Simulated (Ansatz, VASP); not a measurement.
**Co: VASP beside Ansatz**

File INCAR:

```
ALGO     = Normal         # electronic algorithm
EDIFF    = 1E-6           # SCF threshold, eV
ENCUT    = 520            # plane-wave cutoff, eV
GGA      = PE             # functional
ISIF     = 2              # what is computed and relaxed
ISMEAR   = 1              # smearing method
LASPH    = True           # aspherical terms in the spheres
LCHARG   = True           # write CHGCAR
LELF     = True           # ELF
LREAL    = False          # projectors in reciprocal space
LVHAR    = True         
LWAVE    = False          # write WAVECAR
NBANDS   = 16             # bands
NELM     = 100            # most SCF steps
PREC     = Accurate       # precision mode
SIGMA    = 0.03           # smearing width, eV
```

KPOINTS

```
k-points
0
Gamma
  15 15 8
```

The input POSCAR:

```
Co
1.0
    2.4583936733      0.0000000000      0.0000000000
   -1.2291968366      2.1290313736      0.0000000000
    0.0000000000      0.0000000000      3.9606917934
Co
2
Direct
    0.3333333333      0.6666666667      0.2500000000
    0.6666666667      0.3333333333      0.7500000000
```

Input for Ansatz:

```yaml
crystal:
  lattice:
    - [2.4583936733, 0.0, 0.0]
    - [-1.2291968366, 2.1290313736, 0.0]
    - [0.0, 0.0, 3.9606917934]
  atoms:
    - { symbol: Co, position: [0.3333333333, 0.6666666667, 0.25] }
    - { symbol: Co, position: [0.6666666667, 0.3333333333, 0.75] }
hamiltonian:
  xc: pbe
  pseudopotentials:
    kind: paw
    azcp:
      Co: "pseudopotentials/Co.paw.azcp"
basis:
  ecutwfc: 420
  fft_grid_basis: typed
kpoints:
  mp_grid: { grid: [15, 15, 8], shift: [0, 0, 0] }
magnetization:
  spin_polarized: false
scf:
  occupations: { method: cold, width: 0.03 }
  lower_state_search: "off"
output:
  stress: true
  write_density: true
  write_potential: true
  elf: true
  volumetric_format: npy
```

Alike in both runs: task single point; functional PBE; k mesh 15 × 15 × 8; no spin polarisation.

|  | VASP | Ansatz |
| --- | --- | --- |
| version | VASP 6.6.1 | Ansatz 0.2.0 |
| potentials or method | VASP PAW PBE potentials, release 64 (Co), cutoff 520 eV | plane waves (420 eV) with PAW, scalar-relativistic |
| occupations | methfessel-paxton of order 1, width 0.03 eV | cold, width 0.03 eV |
| valence electrons in the cell | 18 | 34 |

Ansatz gave:

- pressure (GPa): -1.1
- traceless stress, the component that is largest in VASP (GPa): -0.11

Q: Which values does VASP return?

A: Pressure (GPa): -1.9; traceless stress, the component that is largest in VASP (GPa): -0.12.

VASP's potentials hold 18 valence electrons a cell and Ansatz's 34, so a difference there can come from the potentials and not from the codes.
